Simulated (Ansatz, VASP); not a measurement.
Two plane-wave programs on BaS

Contents of INCAR:

```
ALGO = Normal ; EDIFF = 1E-6
ENCUT = 500 ; GGA = PE
GGA_COMPAT = F ; ISIF = 2
ISMEAR = 0 ; LASPH = T
LCHARG = F ; LREAL = F
LWAVE = F ; NBANDS = 15
NELM = 120 ; PREC = Accurate
SIGMA = 0.02
```

KPOINTS

```
k-points
0
Gamma
  6 6 6
```

File POSCAR:

```
BaS
1.0
    0.0000000000      3.4429000000      3.4429000000
    3.4429000000      0.0000000000      3.4429000000
    3.4429000000      3.4429000000      0.0000000000
Ba S
1 1
Direct
    0.0000000000      0.0000000000      0.0000000000
    0.2500000000      0.2500000000      0.2500000000
```

Input for Ansatz:

```yaml
crystal:
  lattice:
    - [0.0, 3.4429, 3.4429]
    - [3.4429, 0.0, 3.4429]
    - [3.4429, 3.4429, 0.0]
  atoms:
    - { symbol: Ba, position: [0.0, 0.0, 0.0] }
    - { symbol: S, position: [0.25, 0.25, 0.25] }
basis:
  ecutwfc: 420
kpoints:
  mp_grid: { grid: [6, 6, 6] }
hamiltonian:
  xc: pbe
scf:
  occupations: { method: gaussian, width: 0.02 }
output:
  forces: true
  stress: true
  eigenvalues: true
```

Alike in both runs: task single point; functional PBE; k mesh 6 × 6 × 6; occupations gaussian, width 0.02 eV; no spin polarisation.

```csv
,VASP,Ansatz
version,VASP 6.6.1,Ansatz 0.2.0
potentials or method,"VASP PAW PBE potentials, release 64 (Ba_sv, S), cutoff 500 eV","scalar-relativistic, plane waves, PAW"
valence electrons in the cell,16,16
```

|  | VASP | Ansatz | Ansatz less VASP |
| --- | --- | --- | --- |
| gap on the k mesh at the Fermi level (eV) | 2.86 | 2.84 | -0.022 |
| least direct gap on the mesh (eV) | 3.43 | 3.46 | +0.036 |
| pressure (GPa) | 2.6 | 2.0 | -0.53 |

With one functional, cell and mesh, what is left measures potentials, basis and numerics.

Spin-orbit coupling is off throughout.
